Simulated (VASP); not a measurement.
# Ge in VASP: single point with LDA

Aim: the single point of Ge with LDA.

All numbers are computed with VASP 6.6.1; they aren't measurements. Logs are shortened: lines on timing, memory, paths and dates and some standing lists are left out, and cuts for length are marked.

**1. The cell of the first run**

The cell holds a slab with vacuum, 2 atoms: a = 3.702 Å, b = 3.702 Å, c = 8.214 Å, α = 90.00°, β = 90.00°, γ = 90.00°.

**2. Single point, LDA**

Input file INCAR:

```
ALGO = Normal
EDIFF = 1E-7
ENCUT = 520
ISIF = 2
ISMEAR = 0
LASPH = T
LCHARG = F
LREAL = F
LWAVE = F
NBANDS = 21
NELM = 80
PREC = Accurate
SIGMA = 0.1
```

Input file KPOINTS:

```
k-points
0
Gamma
  6 6 3
```

Input file POSCAR:

```
Ge
1.0
    3.7022000000      0.0000000000      0.0000000000
    0.0000000000      3.7022000000      0.0000000000
    0.0000000000      0.0000000000      8.2137000000
Ge
2
Direct
    0.0000000000      0.0000000000      0.0000000000
    0.5000000000      0.5000000000      0.0000000000
```

Potentials or basis: VASP PAW LDA potentials, release 64 (Ge_d).

Run with:

```bash
cat potpaw_LDA.64/Ge_d/POTCAR > POTCAR
mpirun -np 1 vasp_std > vasp.out
```

OUTCAR:

```text
EDIFF = 1E-7
   ENCUT = 520
   ISIF = 2
   ISMEAR = 0
   LASPH = T
   LREAL = F
   NELM = 80
   PREC = Accurate

 ion  position               nearest neighbor table
   1  0.000  0.000  0.000-   2 2.62   2 2.62   2 2.62   2 2.62
   2  0.500  0.500  0.000-   1 2.62   1 2.62   1 2.62   1 2.62

  LATTYP: Found a simple tetragonal cell.
 ALAT       =     3.7022000000
 C/A-ratio  =     2.2185997515

  Lattice vectors:

 A1 = (   3.7022000000,   0.0000000000,   0.0000000000)
 A2 = (   0.0000000000,   3.7022000000,   0.0000000000)
 A3 = (   0.0000000000,   0.0000000000,   8.2137000000)

Analysis of symmetry for initial positions (statically):
=====================================================================
 Subroutine PRICEL returns following result:

  LATTYP: Found a simple tetragonal cell.
 ALAT       =     2.6178507253
 C/A-ratio  =     3.1375738580

  Lattice vectors:

 A1 = (   1.8511000000,  -1.8511000000,   0.0000000000)
 A2 = (   1.8511000000,   1.8511000000,   0.0000000000)
 A3 = (   0.0000000000,   0.0000000000,   8.2137000000)

   2 primitive cells build up your supercell.

 Routine SETGRP: Setting up the symmetry group for a
 simple tetragonal supercell.

 Subroutine GETGRP returns: Found 16 space group operations
 (whereof 16 operations were pure point group operations)
 out of a pool of 16 trial point group operations.

The static configuration has the point symmetry D_4h.

Analysis of symmetry for dynamics (positions and initial velocities):
=====================================================================
 Subroutine PRICEL returns following result:

  LATTYP: Found a simple tetragonal cell.
 ALAT       =     2.6178507253
 C/A-ratio  =     3.1375738580

  Lattice vectors:

 A1 = (   1.8511000000,  -1.8511000000,   0.0000000000)
 A2 = (   1.8511000000,   1.8511000000,   0.0000000000)
 A3 = (   0.0000000000,   0.0000000000,   8.2137000000)

   2 primitive cells build up your supercell.

 Routine SETGRP: Setting up the symmetry group for a
 simple tetragonal supercell.

 Subroutine GETGRP returns: Found 16 space group operations
 (whereof 16 operations were pure point group operations)
[... 85 lines left out ...]
 SYSTEM =  unknown system
   PREC   = accura    normal or accurate (medium, high low for compatibility)
   ISTART =      0    job   : 0-new  1-cont  2-samecut
   ICHARG =      2    charge: 1-file 2-atom 10-const
   ISPIN  =      1    spin polarized calculation?
   LNONCOLLINEAR =      F non collinear calculations
   LSORBIT =      F    spin-orbit coupling
   LASPH  =      T    aspherical Exc in radial PAW
   ENCUT  =  520.0 eV  38.22 Ry    6.18 a.u.   6.88  6.88 15.27*2*pi/ulx,y,z
   NELM   =     80;   NELMIN=  2; NELMDL= -5     # of ELM steps
   EDIFF  = 0.1E-06   stopping-criterion for ELM
   LREAL  =      F    real-space projection
   EDIFFG = 0.1E-05   stopping-criterion for IOM
   NSW    =      0    number of steps for IOM
   IBRION =     -1    ionic relax: 0-MD 1-quasi-New 2-CG
   NFREE  =      0    steps in history (QN), initial steepest desc. (CG)
   ISIF   =      2    stress and relaxation
   ISYM   =      2    0-nonsym 1-usesym 2-fastsym
   POTIM  = 0.5000    time-step for ionic-motion
   TEBEG  =    0.0;   TEEND  =   0.0 temperature during run
   PSTRESS=    0.0 pullay stress
   NELECT =      28.0000    total number of electrons
   NUPDOWN=      -1.0000    fix difference up-down
   EMIN   =  10.00;   EMAX   =-10.00  energy-range for DOS
   EFERMI =   0.00;   METHOD = LEGACY
   ISMEAR =     0;   SIGMA  =   0.10  broadening in eV -4-tet -1-fermi 0-gaus
   EFERMI_NEDOS =   21; number of points for ismear=-14 and -15
   IALGO  =     38    algorithm
   IMIX   =      4    mixing-type and parameters
     AMIX     =   0.40;   BMIX     =  1.00
     AMIX_MAG =   1.60;   BMIX_MAG =  1.00
  volume/ion in A,a.u.               =      56.29       379.86
  Fermi-wavevector in a.u.,A,eV,Ry     =   1.029535  1.945540 14.421404  1.059943
  Thomas-Fermi vector in A             =   2.163588
   LORBIT       =      0    0 simple, 1 ext, 2 COOP (PROOUT), +10 PAW based schemes
   GGA     = CA    functional components
   LHFCALC =     F    Hartree Fock is set to
   AEXX    =    0.0000 exact exchange contribution
   IVDW    =     0    specifies the selected vdW correction
   LEPSILON=     F    determine dielectric tensor
   LRPA    =     F    only Hartree local field effects (RPA)
 non-spin polarized calculation
 Gauss-broadening in eV      SIGMA  =   0.10
  energy-cutoff  :      520.00
  volume of cell :      112.58
 maximum number of plane-waves:      3055
 NGX is ok and might be reduce to    28
   NGX = 13   NGY = 13   NGZ = 31

 number of electron      28.0000011 magnetization

 Free energy of the ion-electron system (eV)
  ---------------------------------------------------
  ext. energy  EPLUGINS =         0.00000000
  ---------------------------------------------------
  free energy    TOTEN  =        -8.66477309 eV

  energy without entropy =       -8.65871095  energy(sigma->0) =       -8.66174202

 E-fermi :  -0.9495     XC(G=0):  -5.6184

 val. band max:       -0.9843163073   @ k =   0.5000   0.0000   0.0000
 cond. band min:      -0.7881946819   @ k =   0.3333   0.0000   0.0000
 fundamental gap:      0.1961216254
 Fermi energy:        -0.9494581957

 k-point     1 :       0.0000    0.0000    0.0000
  band No.  band energies     occupation
      1     -25.9009      2.00000
      2     -25.8305      2.00000
      3     -25.7870      2.00000
      4     -25.7614      2.00000
      5     -25.7614      2.00000
      6     -25.6733      2.00000
[... 469 lines left out ...]
     20       7.7434      0.00000
     21       8.0654      0.00000

------------------------ aborting loop because EDIFF is reached ----------------------------------------

  FORCE on cell =-STRESS in cart. coord.  units (eV):
  Direction    XX          YY          ZZ          XY          YZ          ZX
  --------------------------------------------------------------------------------------
  -------------------------------------------------------------------------------------
  Total       -2.4590323     -2.4590323     -0.0215728      0.0000000      0.0000000     -0.0000000
  in kB      -34.9958237    -34.9958237     -0.3070142      0.0000000      0.0000000     -0.0000000
  external PRESSURE =     -23.4328872 kB  Pullay stress =       0.0000000 kB

 VOLUME and BASIS-vectors are now :
 -----------------------------------------------------------------------------
  energy-cutoff  :      520.00
  volume of cell :      112.58
      direct lattice vectors                 reciprocal lattice vectors
     3.702200000  0.000000000  0.000000000     0.270109665  0.000000000  0.000000000
     0.000000000  3.702200000  0.000000000     0.000000000  0.270109665  0.000000000
     0.000000000  0.000000000  8.213700000     0.000000000  0.000000000  0.121747812

 POSITION                                       TOTAL-FORCE (eV/Angst)
 -----------------------------------------------------------------------------------
      0.00000      0.00000      0.00000         0.000000      0.000000      0.000000
      1.85110      1.85110      0.00000        -0.000000     -0.000000     -0.000000
 -----------------------------------------------------------------------------------
    total drift:                                0.000000      0.000000     -0.000000

  FREE ENERGIE OF THE ION-ELECTRON SYSTEM (eV)
  ---------------------------------------------------
  free  energy   TOTEN  =        -8.6647730925 eV

  energy  without entropy=       -8.6587109536  energy(sigma->0) =       -8.66174202
```

Run time: 96 s. Hardware: 1 thread of Intel Xeon 6975P-C, shared host; peak memory 0.19 GiB.

What came out:

| Quantity | Value |
| --- | --- |
| Free energy | -8.6648 eV |
| Band gap on the k mesh | zero (band 14 reaches -0.79 eV, above the bottom of band 15 at -2.14 eV) |

Levels at points of the mesh, in eV from the Fermi level:
```tsv
k point	band 11	band 12	band 13	band 14	band 15	band 16	band 17	band 18
(0.00, 0.00, 0.00)	-11.51	-2.65	-2.32	-1.19	-1.19	2.89	4.77	4.86
(0.50, 0.00, 0.00)	-8.88	-8.88	-0.03	-0.03	1.81	1.81	3.36	3.36
(0.50, 0.50, 0.00)	-7.17	-7.17	-4.52	-4.52	1.18	1.18	5.33	5.33
```
